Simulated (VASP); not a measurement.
# CuI (Marshite) (F-43m) in VASP: further runs, part 2 of 2

VASP 6.6.1.

**3. Single point, r2SCAN**

POSCAR

```
CuI
1.0
    0.0000000000      3.0117341521      3.0117341521
    3.0117341521      0.0000000000      3.0117341521
    3.0117341521      3.0117341521      0.0000000000
Cu I
1 1
Direct
    0.2500000000      0.2500000000      0.2500000000
    0.0000000000      0.0000000000      0.0000000000
```

INCAR.step1

```
PREC     = Accurate       # precision mode
ENCUT    = 520            # plane-wave cutoff, eV
ISMEAR   = 0              # smearing method
SIGMA    = 0.02           # smearing width, eV
LREAL    = False          # projectors in reciprocal space
LASPH    = True           # aspherical terms in the spheres
NELM     = 100            # most SCF steps
NBANDS   = 16             # bands
GGA      = PE             # functional
ALGO     = Normal         # electronic algorithm
EDIFF    = 1E-4           # SCF threshold, eV
LWAVE    = True           # write WAVECAR
LCHARG   = False          # write CHGCAR
```

INCAR.step2

```
PREC     = Accurate       # precision mode
ENCUT    = 520            # plane-wave cutoff, eV
EDIFF    = 1E-6           # SCF threshold, eV
ISMEAR   = 0              # smearing method
SIGMA    = 0.02           # smearing width, eV
LREAL    = False          # projectors in reciprocal space
LASPH    = True           # aspherical terms in the spheres
NELM     = 100            # most SCF steps
ALGO     = Normal         # electronic algorithm
ISIF     = 2              # what is computed and relaxed
LWAVE    = False          # write WAVECAR
LCHARG   = True           # write CHGCAR
METAGGA  = R2SCAN         # meta-GGA
LMIXTAU  = True         
LELF     = True           # ELF
LVHAR    = True         
NBANDS   = 16             # bands
ISTART   = 1
```

KPOINTS

```
regular mesh
0
Gamma
  8 8 8
```

Potentials or basis: VASP PAW PBE potentials, release 64 (Cu, I).

The run is started by

```bash
> cat potpaw_PBE.64/Cu/POTCAR potpaw_PBE.64/I/POTCAR > POTCAR
> cp INCAR.step1 INCAR
> mpirun -np 1 vasp_std > vasp.out
> cp INCAR.step2 INCAR
> mpirun -np 1 vasp_std > vasp.out
```

OUTCAR:

```text
PREC = Accurate
   ENCUT = 520
   EDIFF = 1E-6
   ISMEAR = 0
   LREAL = False
   LASPH = True
   NELM = 100
   ISIF = 2
   METAGGA = R2SCAN
   ISTART = 1

 ion  position               nearest neighbor table
   1  0.250  0.250  0.250-   2 2.61   2 2.61   2 2.61   2 2.61
   2  0.000  0.000  0.000-   1 2.61   1 2.61   1 2.61   1 2.61

  LATTYP: Found a face centered cubic cell.
 ALAT       =     6.0234683042

  Lattice vectors:

 A1 = (   0.0000000000,   3.0117341521,   3.0117341521)
 A2 = (   3.0117341521,   0.0000000000,   3.0117341521)
 A3 = (   3.0117341521,   3.0117341521,   0.0000000000)

Analysis of symmetry for initial positions (statically):
=====================================================================
 Subroutine PRICEL returns:
 Original cell was already a primitive cell.

 Routine SETGRP: Setting up the symmetry group for a
 face centered cubic supercell.

 Subroutine GETGRP returns: Found 24 space group operations
 (whereof 24 operations were pure point group operations)
 out of a pool of 48 trial point group operations.

The static configuration has the point symmetry T_d .

Analysis of symmetry for dynamics (positions and initial velocities):
=====================================================================
 Subroutine PRICEL returns:
 Original cell was already a primitive cell.

 Routine SETGRP: Setting up the symmetry group for a
 face centered cubic supercell.

 Subroutine GETGRP returns: Found 24 space group operations
 (whereof 24 operations were pure point group operations)
 out of a pool of 48 trial point group operations.

The dynamic configuration has the point symmetry T_d .

 Subroutine INISYM returns: Found 24 space group operations
 (whereof 24 operations are pure point group operations),
 and found     1 'primitive' translations

[... 105 lines left out ...]
   NELECT =      18.0000    total number of electrons
   NUPDOWN=      -1.0000    fix difference up-down
   EMIN   =  10.00;   EMAX   =-10.00  energy-range for DOS
   EFERMI =   0.00;   METHOD = LEGACY
   ISMEAR =     0;   SIGMA  =   0.02  broadening in eV -4-tet -1-fermi 0-gaus
   EFERMI_NEDOS =   21; number of points for ismear=-14 and -15
   IALGO  =     38    algorithm
   IMIX   =      4    mixing-type and parameters
     AMIX     =   0.40;   BMIX     =  1.00
     AMIX_MAG =   1.60;   BMIX_MAG =  1.00
  volume/ion in A,a.u.               =      27.32       184.35
  Fermi-wavevector in a.u.,A,eV,Ry     =   1.130678  2.136672 17.394141  1.278433
  Thomas-Fermi vector in A             =   2.267375
   LORBIT       =      0    0 simple, 1 ext, 2 COOP (PROOUT), +10 PAW based schemes
   METAGGA = R2SCAN    functional components
   LHFCALC =     F    Hartree Fock is set to
   AEXX    =    0.0000 exact exchange contribution
   IVDW    =     0    specifies the selected vdW correction
   LEPSILON=     F    determine dielectric tensor
   LRPA    =     F    only Hartree local field effects (RPA)
 non-spin polarized calculation
 Gauss-broadening in eV      SIGMA  =   0.02
  energy-cutoff  :      520.00
  volume of cell :       54.64
 maximum number of plane-waves:      1480
   NGX = 15   NGY = 15   NGZ = 15

 number of electron      18.0000016 magnetization

 Free energy of the ion-electron system (eV)
  ---------------------------------------------------
  ext. energy  EPLUGINS =         0.00000000
  ---------------------------------------------------
  free energy    TOTEN  =       -35.79549658 eV

  energy without entropy =      -35.79549658  energy(sigma->0) =      -35.79549658

 E-fermi :   4.5780     XC(G=0):  -9.5468

 val. band max:        4.4730961529   @ k =   0.0000   0.0000   0.0000
 cond. band min:       6.1455996988   @ k =   0.0000   0.0000   0.0000
 fundamental gap:      1.6725035459
 Fermi energy:         4.5779852605

 k-point     1 :       0.0000    0.0000    0.0000
  band No.  band energies     occupation
      1     -10.1588      2.00000
      2       0.5828      2.00000
      3       0.5829      2.00000
      4       0.5829      2.00000
      5       2.5560      2.00000
      6       2.5560      2.00000
[... 433 lines left out ...]
      3       0.0133      2.00000
      4       0.5484      2.00000
      5       2.4797      2.00000
      6       2.5655      2.00000
[... 8 lines left out ...]
     15      15.7511      0.00000
     16      16.4404      0.00000

 [... further k-points ...]
[... 5 lines left out ...]
  --------------------------------------------------------------------------------------
  -------------------------------------------------------------------------------------
  Total       -0.0181833     -0.0181833     -0.0181833     -0.0000000      0.0000000      0.0000000
  in kB       -0.5332170     -0.5332170     -0.5332170     -0.0000000      0.0000000      0.0000000
  external PRESSURE =      -0.5332170 kB  Pullay stress =       0.0000000 kB

 VOLUME and BASIS-vectors are now :
 -----------------------------------------------------------------------------
  energy-cutoff  :      520.00
  volume of cell :       54.64
      direct lattice vectors                 reciprocal lattice vectors
     0.000000000  3.011734152  3.011734152    -0.166017309  0.166017309  0.166017309
     3.011734152  0.000000000  3.011734152     0.166017309 -0.166017309  0.166017309
     3.011734152  3.011734152  0.000000000     0.166017309  0.166017309 -0.166017309

 POSITION                                       TOTAL-FORCE (eV/Angst)
 -----------------------------------------------------------------------------------
      1.50587      1.50587      1.50587         0.000000      0.000000     -0.000000
      0.00000      0.00000      0.00000        -0.000000     -0.000000      0.000000
 -----------------------------------------------------------------------------------
    total drift:                               -0.000010     -0.000010     -0.000010

  FREE ENERGIE OF THE ION-ELECTRON SYSTEM (eV)
  ---------------------------------------------------
  free  energy   TOTEN  =       -35.7954965764 eV

  energy  without entropy=      -35.7954965764  energy(sigma->0) =      -35.79549658
```

OSZICAR.step1:

```text
N       E                     dE             d eps       ncg     rms          rms(c)
DAV:   1     0.945792152965E+02    0.94579E+02   -0.75848E+03   928   0.119E+03
DAV:   2     0.293776977783E+00   -0.94285E+02   -0.85402E+02   976   0.227E+02
DAV:   3    -0.562246605780E+01   -0.59162E+01   -0.58372E+01  1304   0.611E+01
DAV:   4    -0.577684385224E+01   -0.15438E+00   -0.15433E+00  1096   0.939E+00
DAV:   5    -0.578566235156E+01   -0.88185E-02   -0.88184E-02  1408   0.249E+00    0.545E+00
DAV:   6    -0.570781726782E+01    0.77845E-01   -0.27664E+00   952   0.451E+01    0.348E+00
DAV:   7    -0.555759762461E+01    0.15022E+00   -0.66736E-01   968   0.271E+01    0.172E+00
DAV:   8    -0.555871658154E+01   -0.11190E-02   -0.34833E-02  1440   0.253E+00    0.458E-01
DAV:   9    -0.555646053717E+01    0.22560E-02   -0.82857E-03  1168   0.269E+00    0.146E-01
DAV:  10    -0.555663937707E+01   -0.17884E-03   -0.59785E-04  1088   0.151E-01    0.402E-02
DAV:  11    -0.555664333873E+01   -0.39617E-05   -0.19550E-04  1168   0.399E-01
   1 F= -.55566433E+01 E0= -.55566433E+01  d E =-.144156E-21
```

Wall time 48 s (1 thread of Intel Xeon Platinum 8488C (Sapphire Rapids), shared host); peak memory 0.2 GiB.

What came out:

* Free energy: -35.7955 eV
* Pressure: -0.1 GPa
* Band gap on the k mesh: 1.67 eV, direct

Caveat: the PAW data sets were made with another functional, which shifts forces and pressure a little; spin-orbit coupling is left out, which moves the levels of the heavy elements.
